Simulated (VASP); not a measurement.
# TiAl (P1) in VASP: single point with r2SCAN

Aim: the single point of TiAl with r2SCAN.

Everything below comes from runs of VASP 6.6.1. Logs are shortened: lines on timing, memory, paths and dates and some standing lists are left out, and cuts for length are marked.

## (1) The cell of the first run

The typed cell holds 2 atoms: a = 2.867 Å, b = 2.867 Å, c = 4.678 Å, α = 90.00°, β = 90.00°, γ = 120.00°.

## (2) Single point, r2SCAN (all Ti atoms moved +0.300 Å, as atom 1 along Cartesian [1 1 1])

Contents of POSCAR:

```
TiAl
1.0
    2.8672622327      0.0000000000      0.0000000000
   -1.4336311163      2.4831219328      0.0000000000
    0.0000000000      0.0000000000      4.6780830000
Ti Al
1 1
Direct
    0.0952843021      0.0697529503      0.0370247986
    0.3333333333      0.6666666667      0.5000000000
```

Contents of INCAR.step1:

```
PREC = Accurate ; ENCUT = 550
ISMEAR = 0 ; SIGMA = 0.15
LREAL = F ; LASPH = T
NELM = 120 ; NBANDS = 14
GGA = PE ; ALGO = Normal
EDIFF = 1E-5 ; LWAVE = T
LCHARG = F ; GGA_COMPAT = F
```

Contents of INCAR.step2:

```
PREC = Accurate ; ENCUT = 550
EDIFF = 1E-6 ; ISMEAR = 0
SIGMA = 0.15 ; LREAL = F
LASPH = T ; NELM = 120
ALGO = Normal ; ISIF = 2
LWAVE = F ; LCHARG = F
METAGGA = R2SCAN ; LMIXTAU = T
NBANDS = 14 ; ISTART = 1
GGA_COMPAT = F
```

Contents of KPOINTS:

```
Automatic mesh
0
Gamma
  18 18 10
```

Potentials or basis: VASP PAW PBE potentials, release 64 (Ti_sv, Al).

Started as:

```
$ cat potpaw_PBE.64/Ti_sv/POTCAR potpaw_PBE.64/Al/POTCAR > POTCAR
$ cp INCAR.step1 INCAR
$ mpirun -np 1 vasp_std > vasp.out
$ cp INCAR.step2 INCAR
$ mpirun -np 1 vasp_std > vasp.out
```

OUTCAR:

```text
PREC = Accurate
   ENCUT = 550
   EDIFF = 1E-6
   ISMEAR = 0
   LREAL = F
   LASPH = T
   NELM = 120
   ISIF = 2
   METAGGA = R2SCAN
   ISTART = 1

 ion  position               nearest neighbor table
   1  0.095  0.070  0.037-   2 2.63   2 2.70   2 2.88   2 2.92   2 2.98
   2  0.333  0.667  0.500-   1 2.63   1 2.70   1 2.88   1 2.92   1 2.98

  LATTYP: Found a hexagonal cell.
 ALAT       =     2.8672622327
 C/A-ratio  =     1.6315504549

  Lattice vectors:

 A1 = (   2.8672622327,   0.0000000000,   0.0000000000)
 A2 = (  -1.4336311163,   2.4831219328,   0.0000000000)
 A3 = (   0.0000000000,   0.0000000000,   4.6780830000)

Analysis of symmetry for initial positions (statically):
=====================================================================
 Subroutine PRICEL returns:
 Original cell was already a primitive cell.

 Routine SETGRP: Setting up the symmetry group for a
 hexagonal supercell.

 Subroutine GETGRP returns: Found  1 space group operations
 (whereof  1 operations were pure point group operations)
 out of a pool of 24 trial point group operations.

The static configuration has the point symmetry C_1 .

Analysis of symmetry for dynamics (positions and initial velocities):
=====================================================================
 Subroutine PRICEL returns:
 Original cell was already a primitive cell.

 Routine SETGRP: Setting up the symmetry group for a
 hexagonal supercell.

 Subroutine GETGRP returns: Found  1 space group operations
 (whereof  1 operations were pure point group operations)
 out of a pool of 24 trial point group operations.

The dynamic configuration has the point symmetry C_1 .

 Subroutine INISYM returns: Found  1 space group operations
 (whereof  1 operations are pure point group operations),
 and found     1 'primitive' translations

----------------------------------------------------------------------------------------

                                     Primitive cell

  volume of cell :      33.3068

  direct lattice vectors                    reciprocal lattice vectors
     2.867262233  0.000000000  0.000000000     0.348764751  0.201359423  0.000000000
    -1.433631116  2.483121933  0.000000000     0.000000000  0.402718846  0.000000000
     0.000000000  0.000000000  4.678083000     0.000000000  0.000000000  0.213762774

  length of vectors
     2.867262233  2.867262233  4.678083000     0.402718846  0.402718846  0.213762774

  position of ions in fractional coordinates (direct lattice)
     0.095284302  0.069752950  0.037024799
     0.333333333  0.666666667  0.500000000

  ion indices of the primitive-cell ions
   primitive index   ion index
                 1           1
                 2           2

----------------------------------------------------------------------------------------

 KPOINTS: Automatic mesh

Automatic generation of k-mesh.
 Grid dimensions read from file:
 generate k-points for:   18   18   10

 Generating k-lattice:

  Cartesian coordinates                     Fractional coordinates (reciprocal lattice)
     0.019375820  0.011186635  0.000000000     0.055555556  0.000000000  0.000000000
     0.000000000  0.022373269  0.000000000     0.000000000  0.055555556  0.000000000
     0.000000000  0.000000000  0.021376277     0.000000000  0.000000000  0.100000000

  Length of vectors
     0.022373269  0.022373269  0.021376277

  Shift w.r.t. Gamma in fractional coordinates (k-lattice)
     0.000000000  0.000000000  0.000000000

 Subroutine IBZKPT returns following result:
 ===========================================

 Found   1624 irreducible k-points:

 Following reciprocal coordinates:
            Coordinates               Weight
  0.000000  0.000000  0.000000      1.000000
  0.055556 -0.000000  0.000000      2.000000
  0.000000  0.055556  0.000000      2.000000
 -0.055556  0.055556  0.000000      2.000000
  0.111111 -0.000000  0.000000      2.000000
  0.000000  0.111111  0.000000      2.000000
[... 16 lines left out ...]
  0.444444 -0.000000  0.000000      2.000000
  0.000000  0.444444  0.000000      2.000000
 [... further k-points ...]
   k-points           NKPTS =   1624   k-points in BZ     NKDIM =   1624   number of bands    NBANDS=     14
   number of dos      NEDOS =    301   number of ions     NIONS =      2
   total plane-waves  NPLWV =  20736
   dimension x,y,z NGX =    24 NGY =   24 NGZ =   36
   dimension x,y,z NGXF=    48 NGYF=   48 NGZF=   72
   ions per type =               1   1
   NGX,Y,Z   is equivalent  to a cutoff of  13.92, 13.92, 12.79 a.u.
   NGXF,Y,Z  is equivalent  to a cutoff of  27.83, 27.83, 25.59 a.u.
 SYSTEM =  unknown system
   PREC   = accura    normal or accurate (medium, high low for compatibility)
   ISTART =      1    job   : 0-new  1-cont  2-samecut
   ICHARG =      0    charge: 1-file 2-atom 10-const
   ISPIN  =      1    spin polarized calculation?
   LNONCOLLINEAR =      F non collinear calculations
   LSORBIT =      F    spin-orbit coupling
   LASPH  =      T    aspherical Exc in radial PAW
   ENCUT  =  550.0 eV  40.42 Ry    6.36 a.u.   5.48  5.48  8.95*2*pi/ulx,y,z
   NELM   =    120;   NELMIN=  2; NELMDL=  0     # of ELM steps
   EDIFF  = 0.1E-05   stopping-criterion for ELM
   LREAL  =      F    real-space projection
[... 7 lines left out ...]
   TEBEG  =    0.0;   TEEND  =   0.0 temperature during run
   PSTRESS=    0.0 pullay stress
   NELECT =      15.0000    total number of electrons
   NUPDOWN=      -1.0000    fix difference up-down
   EMIN   =  10.00;   EMAX   =-10.00  energy-range for DOS
   EFERMI =   0.00;   METHOD = LEGACY
   ISMEAR =     0;   SIGMA  =   0.15  broadening in eV -4-tet -1-fermi 0-gaus
   EFERMI_NEDOS =   21; number of points for ismear=-14 and -15
   IALGO  =     38    algorithm
   IMIX   =      4    mixing-type and parameters
     AMIX     =   0.40;   BMIX     =  1.00
     AMIX_MAG =   1.60;   BMIX_MAG =  1.00
  volume/ion in A,a.u.               =      16.65       112.38
  Fermi-wavevector in a.u.,A,eV,Ry     =   1.254857  2.371335 21.424622  1.574665
  Thomas-Fermi vector in A             =   2.388641
   LORBIT       =      0    0 simple, 1 ext, 2 COOP (PROOUT), +10 PAW based schemes
   METAGGA = R2SCAN    functional components
   LHFCALC =     F    Hartree Fock is set to
   AEXX    =    0.0000 exact exchange contribution
   IVDW    =     0    specifies the selected vdW correction
   LEPSILON=     F    determine dielectric tensor
   LRPA    =     F    only Hartree local field effects (RPA)
 non-spin polarized calculation
 Gauss-broadening in eV      SIGMA  =   0.15
  energy-cutoff  :      550.00
  volume of cell :       33.31
 maximum number of plane-waves:      1008
 NGX is ok and might be reduce to    24
   NGX = 11   NGY = 11   NGZ = 17

 number of electron      14.9999999 magnetization

 Free energy of the ion-electron system (eV)
  ---------------------------------------------------
  ext. energy  EPLUGINS =         0.00000000
  ---------------------------------------------------
  free energy    TOTEN  =       -20.07725745 eV

  energy without entropy =      -20.05139684  energy(sigma->0) =      -20.06432714

 E-fermi :   7.8270     XC(G=0): -11.7334

 val. band max:        7.8270337543   @ k =   0.1667  -0.2222  -0.4000
 cond. band min:       7.8286657247   @ k =   0.3333   0.2778   0.5000
 fundamental gap:      0.0016319705
 Fermi energy:         7.8270371747

 k-point     1 :       0.0000    0.0000    0.0000
  band No.  band energies     occupation
      1     -51.0063      2.00000
      2     -26.2853      2.00000
      3     -25.8633      2.00000
      4     -25.8507      2.00000
      5      -1.6168      2.00000
      6       5.3114      2.00000
      7       5.8723      2.00000
      8       9.2299      0.00000
      9       9.2680      0.00000
     10      10.7983      0.00000
     11      10.9578      0.00000
     12      12.0185      0.00000
     13      21.5233      0.00000
     14      21.6361      0.00000

 k-point     2 :       0.0556   -0.0000    0.0000
  band No.  band energies     occupation
      1     -51.0033      2.00000
      2     -26.2824      2.00000
      3     -25.8820      2.00000
      4     -25.8551      2.00000
      5      -1.5358      2.00000
      6       5.3914      2.00000
      7       5.8985      2.00000
      8       9.1478      0.00000
      9       9.3326      0.00000
     10      10.7760      0.00000
     11      10.9628      0.00000
     12      12.0350      0.00000
     13      20.2162      0.00000
     14      20.7429      0.00000

 k-point     3 :       0.0000    0.0556    0.0000
  band No.  band energies     occupation
      1     -51.0033      2.00000
      2     -26.2823      2.00000
      3     -25.8738      2.00000
      4     -25.8634      2.00000
      5      -1.5354      2.00000
      6       5.3903      2.00000
      7       5.8922      2.00000
      8       9.1769      0.00000
      9       9.3043      0.00000
     10      10.8062      0.00000
     11      10.9428      0.00000
     12      12.0398      0.00000
     13      20.1470      0.00000
     14      20.7859      0.00000

 k-point     4 :      -0.0556    0.0556    0.0000
  band No.  band energies     occupation
      1     -51.0033      2.00000
      2     -26.2823      2.00000
      3     -25.8769      2.00000
      4     -25.8602      2.00000
      5      -1.5355      2.00000
      6       5.3905      2.00000
      7       5.8936      2.00000
      8       9.1714      0.00000
      9       9.3094      0.00000
     10      10.7960      0.00000
     11      10.9512      0.00000
     12      12.0387      0.00000
     13      20.1582      0.00000
     14      20.7796      0.00000

 k-point     5 :       0.1111   -0.0000    0.0000
  band No.  band energies     occupation
      1     -50.9947      2.00000
      2     -26.2739      2.00000
      3     -25.9357      2.00000
      4     -25.8672      2.00000
      5      -1.2941      2.00000
      6       5.6084      2.00000
      7       5.9877      2.00000
      8       8.9226      0.00000
      9       9.5230      0.00000
     10      10.7128      0.00000
     11      10.9804      0.00000
[... 276 lines left out ...]
 k-point    22 :      -0.3889    0.3889    0.0000
  band No.  band energies     occupation
      1     -50.9173      2.00000
      2     -26.3933      2.00000
      3     -26.1971      2.00000
      4     -25.9807      2.00000
      5       2.1179      2.00000
      6       6.0815      2.00000
      7       6.5307      2.00000
      8       7.2214      2.00000
      9      10.2674      0.00000
     10      11.5928      0.00000
     11      11.7028      0.00000
     12      12.0436      0.00000
     13      13.0525      0.00000
     14      16.7597      0.00000

 k-point    23 :       0.4444   -0.0000    0.0000
  band No.  band energies     occupation
      1     -50.9088      2.00000
      2     -26.4486      2.00000
      3     -26.1896      2.00000
      4     -25.9846      2.00000
      5       3.1267      2.00000
      6       5.4308      2.00000
      7       6.5457      2.00000
      8       6.9521      2.00000
      9      10.1194      0.00000
     10      11.7563      0.00000
     11      11.9173      0.00000
     12      12.0730      0.00000
     13      13.2796      0.00000
     14      16.3223      0.00000

 k-point    24 :       0.0000    0.4444    0.0000
  band No.  band energies     occupation
      1     -50.9084      2.00000
      2     -26.4426      2.00000
      3     -26.1879      2.00000
      4     -25.9956      2.00000
      5       3.1366      2.00000
      6       5.5036      2.00000
      7       6.3154      2.00000
      8       6.8650      2.00000
      9      10.2341      0.00000
     10      11.9138      0.00000
     11      11.9799      0.00000
     12      12.2847      0.00000
     13      13.2575      0.00000
     14      16.4141      0.00000

 [... further k-points ...]

------------------------ aborting loop because EDIFF is reached ----------------------------------------

  FORCE on cell =-STRESS in cart. coord.  units (eV):
  Direction    XX          YY          ZZ          XY          YZ          ZX
  --------------------------------------------------------------------------------------
  -------------------------------------------------------------------------------------
  Total       -0.5089421      0.7302890      0.3795024     -0.6858074      0.2599583      0.1372690
  in kB      -24.4819249     35.1294974     18.2554154    -32.9897754     12.5049215      6.6031264
  external PRESSURE =       9.6343293 kB  Pullay stress =       0.0000000 kB

 VOLUME and BASIS-vectors are now :
 -----------------------------------------------------------------------------
  energy-cutoff  :      550.00
  volume of cell :       33.31
      direct lattice vectors                 reciprocal lattice vectors
     2.867262233  0.000000000  0.000000000     0.348764751  0.201359423  0.000000000
    -1.433631116  2.483121933  0.000000000     0.000000000  0.402718846  0.000000000
     0.000000000  0.000000000  4.678083000     0.000000000  0.000000000  0.213762774

 POSITION                                       TOTAL-FORCE (eV/Angst)
 -----------------------------------------------------------------------------------
      0.17321      0.17321      0.17321        -0.213823     -0.385501     -1.361103
     -0.00000      1.65541      2.33904         0.213823      0.385501      1.361103
 -----------------------------------------------------------------------------------
    total drift:                               -0.000154     -0.000224      0.000981

  FREE ENERGIE OF THE ION-ELECTRON SYSTEM (eV)
  ---------------------------------------------------
  free  energy   TOTEN  =       -20.0772574458 eV

  energy  without entropy=      -20.0513968405  energy(sigma->0) =      -20.06432714
```

Run time: 1.6 h. Hardware: 1 thread of AMD EPYC, shared host; peak memory 0.86 GiB.

What came out:

```
Free energy            : -20.0773 eV
Pressure               : 1.0 GPa
Largest force          : 1.431 eV/Å
Band gap on the k mesh : zero (an odd number of electrons rules out a gap without spin polarisation)
```

Forces in eV/Å, atoms in the order of the input:
```
Ti  -0.214 -0.386 -1.361
Al   0.214  0.386  1.361
```

Stress tensor (GPa, compression positive):
```
-2.45 -3.30  0.66
-3.30  3.51  1.25
 0.66  1.25  1.83
```

Caveat: the cell differs from its parent crystal (all Ti atoms moved +0.300 Å, as atom 1 along Cartesian [1 1 1]); the stress differs along the axes, from -2 to 4 GPa; the PAW data sets were made with another functional, which shifts forces and pressure a little.
